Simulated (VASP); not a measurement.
# Co (P6/mmm) in VASP: relaxation of cell and atoms with LDA

Aim: the relaxation of cell and atoms of Co with LDA.

Program: VASP 6.6.1. These are calculated values, not measurements. Logs are shortened: lines on timing, memory, paths and dates and some standing lists are left out, and cuts for length are marked.

### 1 The cell of the first run

The structure is hexagonal, space group P6/mmm (No. 191). Conventional cell: a = 3.219 Å, b = 3.219 Å, c = 1.996 Å, α = 90.00°, β = 90.00°, γ = 120.00°. Co (site symmetry 6/mmm) has 14 Co at 2.00 to 2.11 Å within 2.6 Å. Co (site symmetry -6m2) has 11 Co at 1.86 to 2.11 Å within 2.5 Å.

This isn't the form of Co at room conditions, which is hcp.

### 2 Relaxation of cell and atoms, LDA, collinear spin, ferromagnetic start, target pressure 450 GPa, at which the enthalpy is minimised

INCAR reads:

```
SYSTEM = Co
  PREC = Accurate
  ENCUT = 600
  EDIFF = 1E-7
  ISMEAR = -1
  SIGMA = 0.1
  LREAL = .FALSE.
  LASPH = .TRUE.
  NELM = 150
  ALGO = Normal
  ISIF = 3
  LWAVE = .FALSE.
  LCHARG = .FALSE.
  ISPIN = 2
  MAGMOM = 1.7 1.7 1.7
  LORBIT = 11
  LMAXMIX = 4
  GGA = CA
  IBRION = 2
  NSW = 60
  EDIFFG = -0.005
  PSTRESS = 4500.0
```

KPOINTS reads:

```
Automatic mesh
0
G
  11 11 15
  0 0 0
```

POSCAR reads:

```
Co
1.0
    3.2191912437      0.0000000000      0.0000000000
   -1.6095956218      2.7879013967      0.0000000000
    0.0000000000      0.0000000000      1.9958985711
Co
3
Direct
    0.0000000000      0.0000000000      0.0000000000
    0.3333333333      0.6666666667      0.5000000000
    0.6666666667      0.3333333333      0.5000000000
```

Potentials or basis: VASP PAW LDA potentials, release 64 (Co).

Started as:

```
cat potpaw_LDA.64/Co/POTCAR > POTCAR
mpirun -np 1 vasp_std > vasp.out
```

OUTCAR:

```text
SYSTEM = Co
   PREC = Accurate
   ENCUT = 600
   EDIFF = 1E-7
   ISMEAR = -1
   LREAL = .FALSE.
   LASPH = .TRUE.
   NELM = 150
   ISIF = 3
   ISPIN = 2
   LORBIT = 11
   GGA = CA
   IBRION = 2
   NSW = 60
   EDIFFG = -0.005
   PSTRESS = 4500.0

 ion  position               nearest neighbor table
   1  0.000  0.000  0.000-   2 2.11   3 2.11   2 2.11   3 2.11   2 2.11   2 2.11   3 2.11   3 2.11
                             3 2.11   3 2.11   2 2.11   2 2.11
   2  0.333  0.667  0.500-   3 1.86   3 1.86   3 1.86   1 2.11   1 2.11   1 2.11   1 2.11   1 2.11
                             1 2.11   3 2.73   3 2.73   3 2.73   3 2.73   3 2.73   3 2.73
   3  0.667  0.333  0.500-   2 1.86   2 1.86   2 1.86   1 2.11   1 2.11   1 2.11   1 2.11   1 2.11
                             1 2.11   2 2.73   2 2.73   2 2.73   2 2.73   2 2.73   2 2.73

  LATTYP: Found a hexagonal cell.
 ALAT       =     3.2191912437
 C/A-ratio  =     0.6200000000

  Lattice vectors:

 A1 = (   3.2191912437,   0.0000000000,   0.0000000000)
 A2 = (  -1.6095956218,   2.7879013967,   0.0000000000)
 A3 = (   0.0000000000,   0.0000000000,   1.9958985711)

Analysis of symmetry for initial positions (statically):
=====================================================================
 Subroutine PRICEL returns:
 Original cell was already a primitive cell.

 Routine SETGRP: Setting up the symmetry group for a
 hexagonal supercell.

 Subroutine GETGRP returns: Found 24 space group operations
 (whereof 24 operations were pure point group operations)
 out of a pool of 24 trial point group operations.

The static configuration has the point symmetry D_6h.

Analysis of symmetry for dynamics (positions and initial velocities):
=====================================================================
 Subroutine PRICEL returns:
 Original cell was already a primitive cell.

 Routine SETGRP: Setting up the symmetry group for a
 hexagonal supercell.

 Subroutine GETGRP returns: Found 24 space group operations
 (whereof 24 operations were pure point group operations)
 out of a pool of 24 trial point group operations.

The dynamic configuration has the point symmetry D_6h.

Analysis of structural, dynamic, and magnetic symmetry:
=====================================================================
 Subroutine PRICEL returns:
 Original cell was already a primitive cell.

 Routine SETGRP: Setting up the symmetry group for a
 hexagonal supercell.

 Subroutine GETGRP returns: Found 24 space group operations
 (whereof 24 operations were pure point group operations)
 out of a pool of 24 trial point group operations.

[... 114 lines left out ...]
   NUPDOWN=      -1.0000    fix difference up-down
   EMIN   =  10.00;   EMAX   =-10.00  energy-range for DOS
   EFERMI =   0.00;   METHOD = LEGACY
   ISMEAR =    -1;   SIGMA  =   0.10  broadening in eV -4-tet -1-fermi 0-gaus
   EFERMI_NEDOS =   21; number of points for ismear=-14 and -15
   IALGO  =     38    algorithm
   IMIX   =      4    mixing-type and parameters
     AMIX     =   0.40;   BMIX     =  1.00
     AMIX_MAG =   1.60;   BMIX_MAG =  1.00
  volume/ion in A,a.u.               =       5.97        40.29
  Fermi-wavevector in a.u.,A,eV,Ry     =   1.877047  3.547105 47.937493  3.523306
  Thomas-Fermi vector in A             =   2.921403
   LORBIT       =     11    0 simple, 1 ext, 2 COOP (PROOUT), +10 PAW based schemes
   GGA     = CA    functional components
   LHFCALC =     F    Hartree Fock is set to
   AEXX    =    0.0000 exact exchange contribution
   IVDW    =     0    specifies the selected vdW correction
   LEPSILON=     F    determine dielectric tensor
   LRPA    =     F    only Hartree local field effects (RPA)
 conjugate gradient relaxation of ions
 spin polarized calculation
  energy-cutoff  :      600.00
  volume of cell :       17.91
 maximum number of plane-waves:       619
 NGX is ok and might be reduce to    28
   NGX = 13   NGY = 13   NGZ =  7

--------------------------------------- Ionic step        1  -------------------------------------------

 number of electron      26.9999992 magnetization       0.0904043

 number of electron      26.9999992 magnetization      -0.0009307

 Free energy of the ion-electron system (eV)
  ---------------------------------------------------
  ext. energy  EPLUGINS =         0.00000000
  ---------------------------------------------------
  free energy    TOTEN  =       -13.39012483 eV

  energy without entropy =      -13.25760302  energy(sigma->0) =      -13.32386392

------------------------ aborting loop because EDIFF is reached ----------------------------------------

  FORCE on cell =-STRESS in cart. coord.  units (eV):
  Direction    XX          YY          ZZ          XY          YZ          ZX
  --------------------------------------------------------------------------------------
  -------------------------------------------------------------------------------------
  Total       52.5785989     52.5785989     47.8797734      0.0000000      0.0000000     -0.0000000
  in kB     4702.8046292   4702.8046293   4282.5260599      0.0000001      0.0000000     -0.0000000
  external PRESSURE =      62.7117728 kB  Pullay stress =    4500.0000000 kB
[... 274 lines left out ...]
 number of electron      27.0000001 magnetization       0.0000007

 number of electron      27.0000001 magnetization      -0.0000010

 Free energy of the ion-electron system (eV)
  ---------------------------------------------------
  ext. energy  EPLUGINS =         0.00000000
  ---------------------------------------------------
  free energy    TOTEN  =       -13.57034061 eV

  energy without entropy =      -13.43796951  energy(sigma->0) =      -13.50415506

 E-fermi :  22.3490     XC(G=0): -17.5712

 val. band max:       22.3457571538   @ k =   0.2727   0.1818   0.0667
 cond. band min:      22.3578063201   @ k =   0.4545   0.0909   0.0000
 fundamental gap:      0.0120491664
 Fermi energy:        22.3489511931

 spin component 1

 k-point     1 :       0.0000    0.0000    0.0000
  band No.  band energies     occupation
      1       9.3672      1.00000
      2      13.0743      1.00000
      3      16.3118      1.00000
      4      16.3118      1.00000
      5      16.4127      1.00000
      6      16.4127      1.00000
[... 541 lines left out ...]
     19      37.0126      0.00000
     20      38.6776      0.00000

 [... further k-points ...]

 spin component 2

 k-point     1 :       0.0000    0.0000    0.0000
  band No.  band energies     occupation
      1       9.3672      1.00000
      2      13.0743      1.00000
      3      16.3118      1.00000
      4      16.3118      1.00000
      5      16.4127      1.00000
      6      16.4127      1.00000
[... 577 lines left out ...]
  energy  without entropy=      -13.4379695097  energy(sigma->0) =      -13.50415506

  enthalpy is  TOTEN    =        36.8819807909 eV   P V=       50.4523213974

 reached required accuracy - stopping structural energy minimisation

 total charge

# of ion       s       p       d       tot
------------------------------------------
    1        0.832   1.277   8.110  10.219
    2        0.858   1.275   8.192  10.325
    3        0.858   1.275   8.192  10.325
--------------------------------------------------
tot          2.549   3.828  24.493  30.870

 magnetization (x)

# of ion       s       p       d       tot
------------------------------------------
    1        0.000   0.000   0.000   0.000
    2       -0.000  -0.000  -0.000  -0.000
    3       -0.000  -0.000  -0.000  -0.000
--------------------------------------------------
tot         -0.000  -0.000   0.000  -0.000
```

OSZICAR:

```text
N       E                     dE             d eps       ncg     rms          rms(c)
DAV:   1     0.173612108621E+03    0.17361E+03   -0.12928E+04 11400   0.227E+03
DAV:   2    -0.755085193395E+01   -0.18116E+03   -0.17119E+03 10244   0.351E+02
[... 83 lines left out ...]
DAV:   2    -0.135712226171E+02   -0.28143E-03   -0.59054E-03 11328   0.157E+00    0.334E-01
DAV:   3    -0.135705565771E+02    0.66604E-03   -0.64554E-03 11584   0.165E+00    0.144E-01
DAV:   4    -0.135703538405E+02    0.20274E-03   -0.54287E-04 16736   0.452E-01    0.306E-02
DAV:   5    -0.135703409783E+02    0.12862E-04   -0.27950E-05 12600   0.536E-02    0.103E-02
DAV:   6    -0.135703405890E+02    0.38936E-06   -0.24102E-06 12476   0.229E-02    0.253E-03
DAV:   7    -0.135703406065E+02   -0.17509E-07   -0.14956E-07  6792   0.651E-03
   8 F= 0.36881981E+02 E0= 0.36948166E+02  d E =-.585129E-04  mag=     0.0000
```

CONTCAR:

```text
Co
   1.00000000000000
     3.2483442385323258    0.0000000000387586   -0.0000000000000000
    -1.6241721191821441    2.8131486308225990    0.0000000000000000
     0.0000000000000000    0.0000000000000000    1.9657328579665960
  Co
     3
Direct
     0.0000000000000000    0.0000000000000000    0.0000000000000000
     0.3333333332999970    0.6666666667000030    0.5000000000000000
     0.6666666667000030    0.3333333332999970    0.5000000000000000

  0.00000000E+00  0.00000000E+00  0.00000000E+00
  0.00000000E+00  0.00000000E+00  0.00000000E+00
  0.00000000E+00  0.00000000E+00  0.00000000E+00
```

Wall time 4.3 min (1 thread of Intel Xeon 6975P-C (Granite Rapids), shared host); peak memory 0.21 GiB.

What came out:

```yaml
Free_energy: -13.5703 eV
Relaxed_volume: 5.99 Å³/atom
Relaxed_cell: a = 3.248 Å, b = 3.248 Å, c = 1.966 Å, α = 90.00°, β = 90.00°, γ = 120.00°
Space_group_after_relaxing_to_0.1_Å: P6/mmm (No. 191)
Energy_change_on_relaxing_the_run_minimises_the_enthalpy: -60.1 meV/atom
Ionic_steps: 8
Pressure_after_relaxing: 450.0 GPa
Net_moment: 0.00 μB per cell
```

Step by step:
| step | energy change (eV) | largest force (eV/Å) | pressure (GPa) | volume (Å³) |
| --- | --- | --- | --- | --- |
| 1 | 0.0000 | 0.0000 | 456.27 | 17.91 |
| 2 | -1.3988 | 0.0000 | 398.30 | 18.49 |
| 3 | -0.4897 | 0.0000 | 438.36 | 18.07 |
| 4 | 1.9117 | 0.0000 | 526.68 | 17.30 |
| 5 | -0.2144 | 0.0000 | 448.68 | 17.98 |
| 6 | -0.2000 | 0.0000 | 449.25 | 17.97 |
| 7 | -0.1270 | 0.0000 | 452.03 | 17.94 |
| 8 | -0.1802 | 0.0000 | 450.02 | 17.96 |

Final structure:
```yaml
crystal:
  lattice:
    - [3.24834, 0.00000, 0.00000]
    - [-1.62417, 2.81315, 0.00000]
    - [0.00000, 0.00000, 1.96573]
  atoms:
    - { symbol: Co, position: [0.00000, 0.00000, 0.00000] }
    - { symbol: Co, position: [0.33333, 0.66667, 0.50000] }
    - { symbol: Co, position: [0.66667, 0.33333, 0.50000] }
```

Caveat: the cell is relaxed towards a set pressure, so the run minimises the enthalpy, not the energy; atoms lie so close that the PAW spheres overlap strongly, which falsifies energies and pressures; the moments typed at the start vanished in this run.
